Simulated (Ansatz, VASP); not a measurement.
# Na: VASP beside Ansatz

```
CELL_PARAMETERS angstrom
-1.88829 1.88829 2.63728
1.88829 -1.88829 2.63728
1.88829 1.88829 -2.63728
ATOMIC_POSITIONS crystal
Na 0.00000 0.00000 0.00000
```

Alike in both runs: task single point; functional LDA; k mesh 5 × 5 × 5; no spin polarisation.

|  | VASP | Ansatz |
| --- | --- | --- |
| version | VASP 6.6.1 | Ansatz 0.2.0 |
| potentials or method | VASP PAW LDA potentials, release 64 (Na_pv), cutoff 500 eV | all-electron (LAPW or listed datasets) |
| occupations | fermi-dirac, width 0.1 eV | fermi-dirac |

```csv
,VASP,Ansatz,Ansatz less VASP
gap on the k mesh at the Fermi level (eV),none,none,-
pressure (GPa),-1.0,-1.0,+0.03
```

LDA's correlation is that of Perdew and Zunger in VASP and of Perdew and Wang (1992) in Ansatz. A gap of «none» marks a metal or a gap that the smearing closes. Ansatz ran all-electron here, and VASP with PAW potentials.

The k mesh is coarse, so the values compare programs but aren't converged.
